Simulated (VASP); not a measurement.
# BaTe (P6_3/mmc) in VASP: notebook

The runs below take BaTe through relaxation of cell and atoms, with LDA, PBE.

Everything below comes from runs of VASP 6.6.1. Logs are shortened: lines on timing, memory, paths and dates and some standing lists are left out, and cuts for length are marked.

## 1. The cell of the first run

The structure is hexagonal, space group P6_3/mmc (No. 194). Conventional cell: a = 4.895 Å, b = 4.895 Å, c = 8.591 Å, α = 90.00°, β = 90.00°, γ = 120.00°. Ba (site symmetry -3m) has 6 Te at 3.55 Å and 2 Ba at 4.30 Å within 4.7 Å. Te (site symmetry -6m2) has 6 Ba at 3.55 Å within 4.7 Å.

## 2. Relaxation of cell and atoms, LDA

INCAR reads:

```
SYSTEM = BaTe
ALGO = Normal
EDIFF = 1E-7
EDIFFG = -0.005
ENCUT = 600
IBRION = 2
ISIF = 3
ISMEAR = -1
LASPH = .True.
LCHARG = .False.
LREAL = .False.
LWAVE = .False.
NELM = 100
NSW = 80
PREC = Accurate
SIGMA = 0.02
```

KPOINTS reads:

```
k-points
0
Gamma
  6 6 4
  0 0 0
```

POSCAR reads:

```
BaTe
1.0
    4.8950485756      0.0000000000      0.0000000000
   -2.4475242878      4.2392364192      0.0000000000
    0.0000000000      0.0000000000      8.5909516559
Ba Te
2 2
Direct
    0.0000000000      0.0000000000      0.0000000000
    0.0000000000      0.0000000000      0.5000000000
    0.3333333333      0.6666666667      0.2500000000
    0.6666666667      0.3333333333      0.7500000000
```

Potentials or basis: VASP PAW LDA potentials, release 64 (Ba_sv, Te).

Run with:

```sh
cat potpaw_LDA.64/Ba_sv/POTCAR potpaw_LDA.64/Te/POTCAR > POTCAR
mpirun -np 1 vasp_std > vasp.out
```

OUTCAR:

```text
SYSTEM = BaTe
   EDIFF = 1E-7
   EDIFFG = -0.005
   ENCUT = 600
   IBRION = 2
   ISIF = 3
   ISMEAR = -1
   LASPH = .True.
   LREAL = .False.
   NELM = 100
   NSW = 80
   PREC = Accurate

 ion  position               nearest neighbor table
   1  0.000  0.000  0.000-   3 3.55   4 3.55   3 3.55   4 3.55   4 3.55   3 3.55   2 4.30   2 4.30

   2  0.000  0.000  0.500-   3 3.55   4 3.55   3 3.55   4 3.55   4 3.55   3 3.55   1 4.30   1 4.30

   3  0.333  0.667  0.250-   1 3.55   2 3.55   1 3.55   2 3.55   1 3.55   2 3.55
   4  0.667  0.333  0.750-   1 3.55   2 3.55   1 3.55   2 3.55   1 3.55   2 3.55

  LATTYP: Found a hexagonal cell.
 ALAT       =     4.8950485756
 C/A-ratio  =     1.7550288875

  Lattice vectors:

 A1 = (   4.8950485756,   0.0000000000,   0.0000000000)
 A2 = (  -2.4475242878,   4.2392364192,   0.0000000000)
 A3 = (   0.0000000000,   0.0000000000,   8.5909516559)

Analysis of symmetry for initial positions (statically):
=====================================================================
 Subroutine PRICEL returns:
 Original cell was already a primitive cell.

 Routine SETGRP: Setting up the symmetry group for a
 hexagonal supercell.

 Subroutine GETGRP returns: Found 24 space group operations
 (whereof 12 operations were pure point group operations)
 out of a pool of 24 trial point group operations.

The static configuration has the point symmetry D_3d.
 The point group associated with its full space group is D_6h.

Analysis of symmetry for dynamics (positions and initial velocities):
=====================================================================
 Subroutine PRICEL returns:
 Original cell was already a primitive cell.

 Routine SETGRP: Setting up the symmetry group for a
 hexagonal supercell.

 Subroutine GETGRP returns: Found 24 space group operations
 (whereof 12 operations were pure point group operations)
 out of a pool of 24 trial point group operations.

The dynamic configuration has the point symmetry D_3d.
 The point group associated with its full space group is D_6h.

 Subroutine INISYM returns: Found 24 space group operations
 (whereof 12 operations are pure point group operations),
 and found     1 'primitive' translations

----------------------------------------------------------------------------------------

                                     Primitive cell

  volume of cell :     178.2731

  direct lattice vectors                    reciprocal lattice vectors
     4.895048576  0.000000000  0.000000000     0.204288065  0.117945769  0.000000000
    -2.447524288  4.239236419  0.000000000     0.000000000  0.235891538  0.000000000
     0.000000000  0.000000000  8.590951656     0.000000000  0.000000000  0.116401540

  length of vectors
     4.895048576  4.895048576  8.590951656     0.235891538  0.235891538  0.116401540

  position of ions in fractional coordinates (direct lattice)
     0.000000000  0.000000000  0.000000000
     0.000000000  0.000000000  0.500000000
     0.333333333  0.666666667  0.250000000
     0.666666667  0.333333333  0.750000000

  ion indices of the primitive-cell ions
   primitive index   ion index
                 1           1
                 2           2
                 3           3
                 4           4

----------------------------------------------------------------------------------------

 KPOINTS: k-points

Automatic generation of k-mesh.
 Grid dimensions read from file:
 generate k-points for:    6    6    4

 Generating k-lattice:

  Cartesian coordinates                     Fractional coordinates (reciprocal lattice)
     0.034048011  0.019657628  0.000000000     0.166666667  0.000000000  0.000000000
     0.000000000  0.039315256  0.000000000     0.000000000  0.166666667  0.000000000
     0.000000000  0.000000000  0.029100385     0.000000000  0.000000000  0.250000000

  Length of vectors
     0.039315256  0.039315256  0.029100385

  Shift w.r.t. Gamma in fractional coordinates (k-lattice)
     0.000000000  0.000000000  0.000000000

 Subroutine IBZKPT returns following result:
 ===========================================

 Found     21 irreducible k-points:

 Following reciprocal coordinates:
            Coordinates               Weight
  0.000000  0.000000  0.000000      1.000000
  0.166667  0.000000  0.000000      6.000000
  0.333333  0.000000  0.000000      6.000000
  0.500000  0.000000  0.000000      3.000000
  0.166667  0.166667  0.000000      6.000000
  0.333333  0.166667  0.000000     12.000000
[... 13 lines left out ...]
  0.333333  0.166667  0.500000     12.000000
  0.333333  0.333333  0.500000      2.000000
   k-points           NKPTS =     21   k-points in BZ     NKDIM =     21   number of bands    NBANDS=     20
   number of dos      NEDOS =    301   number of ions     NIONS =      4
   total plane-waves  NPLWV = 112000
   dimension x,y,z NGX =    40 NGY =   40 NGZ =   70
   dimension x,y,z NGXF=    80 NGYF=   80 NGZF=  140
   ions per type =               2   2
   NGX,Y,Z   is equivalent  to a cutoff of  13.58, 13.58, 13.55 a.u.
   NGXF,Y,Z  is equivalent  to a cutoff of  27.17, 27.17, 27.09 a.u.
 SYSTEM =  BaTe
   PREC   = accura    normal or accurate (medium, high low for compatibility)
   ISTART =      0    job   : 0-new  1-cont  2-samecut
   ICHARG =      2    charge: 1-file 2-atom 10-const
   ISPIN  =      1    spin polarized calculation?
   LNONCOLLINEAR =      F non collinear calculations
   LSORBIT =      F    spin-orbit coupling
   LASPH  =      T    aspherical Exc in radial PAW
   ENCUT  =  600.0 eV  44.10 Ry    6.64 a.u.   9.78  9.78 17.16*2*pi/ulx,y,z
   NELM   =    100;   NELMIN=  2; NELMDL= -5     # of ELM steps
   EDIFF  = 0.1E-06   stopping-criterion for ELM
   LREAL  =      F    real-space projection
   EDIFFG = -.5E-02   stopping-criterion for IOM
   NSW    =     80    number of steps for IOM
   IBRION =      2    ionic relax: 0-MD 1-quasi-New 2-CG
   NFREE  =      1    steps in history (QN), initial steepest desc. (CG)
   ISIF   =      3    stress and relaxation
   ISYM   =      2    0-nonsym 1-usesym 2-fastsym
   POTIM  = 0.5000    time-step for ionic-motion
   TEBEG  =    0.0;   TEEND  =   0.0 temperature during run
   PSTRESS=    0.0 pullay stress
   NELECT =      32.0000    total number of electrons
   NUPDOWN=      -1.0000    fix difference up-down
   EMIN   =  10.00;   EMAX   =-10.00  energy-range for DOS
   EFERMI =   0.00;   METHOD = LEGACY
   ISMEAR =    -1;   SIGMA  =   0.02  broadening in eV -4-tet -1-fermi 0-gaus
   EFERMI_NEDOS =   21; number of points for ismear=-14 and -15
   IALGO  =     38    algorithm
   IMIX   =      4    mixing-type and parameters
     AMIX     =   0.40;   BMIX     =  1.00
     AMIX_MAG =   1.60;   BMIX_MAG =  1.00
  volume/ion in A,a.u.               =      44.57       300.76
  Fermi-wavevector in a.u.,A,eV,Ry     =   0.923484  1.745132 11.603365  0.852823
  Thomas-Fermi vector in A             =   2.049126
   LORBIT       =      0    0 simple, 1 ext, 2 COOP (PROOUT), +10 PAW based schemes
   GGA     = CA    functional components
   LHFCALC =     F    Hartree Fock is set to
   AEXX    =    0.0000 exact exchange contribution
   IVDW    =     0    specifies the selected vdW correction
   LEPSILON=     F    determine dielectric tensor
   LRPA    =     F    only Hartree local field effects (RPA)
 conjugate gradient relaxation of ions
 non-spin polarized calculation
  energy-cutoff  :      600.00
  volume of cell :      178.27
 maximum number of plane-waves:      5986
 NGX is ok and might be reduce to    40
   NGX = 19   NGY = 19   NGZ = 35

--------------------------------------- Ionic step        1  -------------------------------------------

 number of electron      31.9999999 magnetization

 Free energy of the ion-electron system (eV)
  ---------------------------------------------------
  ext. energy  EPLUGINS =         0.00000000
  ---------------------------------------------------
  free energy    TOTEN  =       -18.81783732 eV

  energy without entropy =      -18.81783732  energy(sigma->0) =      -18.81783732

------------------------ aborting loop because EDIFF is reached ----------------------------------------

  FORCE on cell =-STRESS in cart. coord.  units (eV):
  Direction    XX          YY          ZZ          XY          YZ          ZX
  --------------------------------------------------------------------------------------
  -------------------------------------------------------------------------------------
  Total       -2.2004241     -2.2004241     -2.4169733      0.0000000      0.0000000      0.0000000
  in kB      -19.7756628    -19.7756628    -21.7218354      0.0000000      0.0000000      0.0000000
  external PRESSURE =     -20.4243870 kB  Pullay stress =       0.0000000 kB

 VOLUME and BASIS-vectors are now :
 -----------------------------------------------------------------------------
  energy-cutoff  :      600.00
  volume of cell :      178.27
      direct lattice vectors                 reciprocal lattice vectors
     4.895048576  0.000000000  0.000000000     0.204288065  0.117945769  0.000000000
    -2.447524288  4.239236419  0.000000000     0.000000000  0.235891538  0.000000000
     0.000000000  0.000000000  8.590951656     0.000000000  0.000000000  0.116401540
[... 267 lines left out ...]
 POSITION                                       TOTAL-FORCE (eV/Angst)
 -----------------------------------------------------------------------------------
      0.00000      0.00000      0.00000        -0.000000     -0.000000      0.000000
     -0.00000     -0.00000      4.20285        -0.000000     -0.000000      0.000000
     -0.00000      2.75807      2.10143         0.000000     -0.000000     -0.000000
      2.38856      1.37904      6.30428         0.000000      0.000000      0.000000
 -----------------------------------------------------------------------------------
    total drift:                                0.000000     -0.000000     -0.000000

  FREE ENERGIE OF THE ION-ELECTRON SYSTEM (eV)
  ---------------------------------------------------
  free  energy   TOTEN  =       -18.8994009513 eV

  energy  without entropy=      -18.8994009512  energy(sigma->0) =      -18.89940095

--------------------------------------- Ionic step        9  -------------------------------------------

 number of electron      32.0000000 magnetization

 Free energy of the ion-electron system (eV)
  ---------------------------------------------------
  ext. energy  EPLUGINS =         0.00000000
  ---------------------------------------------------
  free energy    TOTEN  =       -18.89940788 eV

  energy without entropy =      -18.89940788  energy(sigma->0) =      -18.89940788

 E-fermi :   2.8200     XC(G=0):  -8.6509

 val. band max:        2.4126314268   @ k =   0.0000   0.0000   0.0000
 cond. band min:       3.8245447885   @ k =   0.5000   0.0000   0.0000
 fundamental gap:      1.4119133617
 Fermi energy:         2.8200172317

 k-point     1 :       0.0000    0.0000    0.0000
  band No.  band energies     occupation
      1     -24.6757      2.00000
      2     -24.6416      2.00000
      3     -10.4955      2.00000
      4      -9.8565      2.00000
      5      -9.8565      2.00000
      6      -9.7918      2.00000
[... 12 lines left out ...]
     19       5.3275      0.00000
     20       5.3275      0.00000
[... 480 lines left out ...]
 POSITION                                       TOTAL-FORCE (eV/Angst)
 -----------------------------------------------------------------------------------
      0.00000      0.00000      0.00000        -0.000000     -0.000000      0.000000
      0.00000     -0.00000      4.20384        -0.000000     -0.000000      0.000000
     -0.00000      2.75861      2.10192         0.000000     -0.000000      0.000000
      2.38903      1.37931      6.30576        -0.000000      0.000000     -0.000000
 -----------------------------------------------------------------------------------
    total drift:                                0.000000     -0.000000     -0.000000

  FREE ENERGIE OF THE ION-ELECTRON SYSTEM (eV)
  ---------------------------------------------------
  free  energy   TOTEN  =       -18.8994078828 eV

  energy  without entropy=      -18.8994078828  energy(sigma->0) =      -18.89940788

 reached required accuracy - stopping structural energy minimisation
```

It took 4 min on 1 thread of Intel Xeon 6975P-C (Granite Rapids), shared host; peak memory 0.32 GiB.

Results:

```yaml
Free_energy: -18.8994 eV
Relaxed_volume: 41.56 Å³/atom
Relaxed_cell: a = 4.778 Å, b = 4.778 Å, c = 8.408 Å, α = 90.00°, β = 90.00°, γ = 120.00°
Space_group_after_relaxing_to_0.1_Å: P6_3/mmc (No. 194)
Energy_gained_by_relaxing: 20.4 meV/atom
Ionic_steps: 9
Pressure_after_relaxing: 0.0 GPa
Band_gap_on_the_k_mesh: 1.41 eV (least direct gap 1.46 eV)
```

The path:
```csv
step,energy change (eV),largest force (eV/Å),pressure (GPa),volume (Å³)
1,0.0000,0.0000,-2.04,178.27
2,-0.0777,0.0000,0.49,164.01
3,-0.0812,0.0000,0.00,166.30
4,-0.0812,0.0000,-0.05,166.53
5,-0.0814,0.0000,-0.04,166.48
6,-0.0815,0.0000,-0.04,166.43
7,-0.0815,0.0000,-0.04,166.42
8,-0.0816,0.0000,0.02,166.13
9,-0.0816,0.0000,0.00,166.23
```

Final structure:
```
Ba Te
1.0
     4.77805    0.00000    0.00000
    -2.38903    4.13792    0.00000
     0.00000    0.00000    8.40769
Ba Te
2 2
Direct
  0.00000 0.00000 0.00000
  0.00000 0.00000 0.50000
  0.33333 0.66667 0.25000
  0.66667 0.33333 0.75000
```

Caveat: spin-orbit coupling is left out, which moves the levels of the heavy elements.

## 3. Relaxation of cell and atoms, PBE

This run uses another cell than the first one, of 48.52 Å³/atom.

INCAR reads:

```
SYSTEM = BaTe
PREC = Accurate
ENCUT = 600
EDIFF = 1E-7
ISMEAR = -1
SIGMA = 0.02
LREAL = .False.
LASPH = .True.
NELM = 100
ALGO = Normal
ISIF = 3
LWAVE = .False.
LCHARG = .False.
GGA = PE
IBRION = 2
NSW = 80
EDIFFG = -0.005
```

KPOINTS reads:

```
regular mesh
0
Gamma
  6 6 4
  0 0 0
```

POSCAR reads:

```
BaTe
1.0
    5.1614135700      0.0000000000      0.0000000000
   -2.5807067850      4.4699152711      0.0000000000
    0.0000000000      0.0000000000      8.4131041191
Ba Te
2 2
Direct
    0.0000000000      0.0000000000      0.0000000000
    0.0000000000      0.0000000000      0.5000000000
    0.3333333333      0.6666666667      0.2500000000
    0.6666666667      0.3333333333      0.7500000000
```

Potentials or basis: VASP PAW PBE potentials, release 64 (Ba_sv, Te).

Run with:

```sh
cat potpaw_PBE.64/Ba_sv/POTCAR potpaw_PBE.64/Te/POTCAR > POTCAR
mpirun -np 1 vasp_std > vasp.out
```

Wall time 5.6 min (1 thread of Intel Xeon 6975P-C (Granite Rapids), shared host); peak memory 0.44 GiB.

Results (log left out):

- Free energy: -16.9666 eV
- Relaxed volume: 45.13 Å³/atom
- Relaxed cell: a = 4.916 Å, b = 4.916 Å, c = 8.626 Å, α = 90.00°, β = 90.00°, γ = 120.00°
- Space group after relaxing (to 0.1 Å): P6_3/mmc (No. 194)
- Energy gained by relaxing: 35.8 meV/atom
- Ionic steps: 7
- Pressure after relaxing: 0.0 GPa
- Band gap on the k mesh: 1.69 eV (least direct gap 1.73 eV)

The path:
```
step  energy change (eV)  largest force (eV/Å)  pressure (GPa)  volume (Å³)
   1              0.0000                0.0000           -1.59       194.10
   2             -0.1231                0.0000            0.05       180.79
   3             -0.1263                0.0000            0.40       178.55
   4             -0.1413                0.0000            0.08       180.18
   5             -0.1429                0.0000           -0.06       180.96
   6             -0.1429                0.0000           -0.05       180.91
   7             -0.1430                0.0000            0.00       180.52
```

Final structure:
```yaml
crystal:
  lattice:
    - [4.91594, 0.00000, 0.00000]
    - [-2.45797, 4.25733, 0.00000]
    - [0.00000, 0.00000, 8.62555]
  atoms:
    - { symbol: Ba, position: [0.00000, 0.00000, 0.00000] }
    - { symbol: Ba, position: [0.00000, 0.00000, 0.50000] }
    - { symbol: Te, position: [0.33333, 0.66667, 0.25000] }
    - { symbol: Te, position: [0.66667, 0.33333, 0.75000] }
```

Levels at points of the mesh, in eV from the valence-band top:
```tsv
k point	band 12	band 13	band 14	band 15	band 16	band 17	band 18	band 19	band 20
(0.00, 0.00, 0.00)	-0.95	-0.95	-0.25	0.00	0.00	1.73	2.68	3.05	3.05
(0.50, 0.00, 0.00)	-1.42	-1.08	-1.05	-0.76	-0.37	1.69	2.97	4.41	4.47
(0.00, 0.00, 0.50)	-1.46	-0.56	-0.56	-0.56	-0.56	2.98	2.98	3.55	3.55
(0.50, 0.00, 0.50)	-1.72	-0.98	-0.98	-0.75	-0.75	2.47	2.47	4.13	4.13
```

Caveat: spin-orbit coupling is left out, which moves the levels of the heavy elements. A k mesh can miss the band edges.
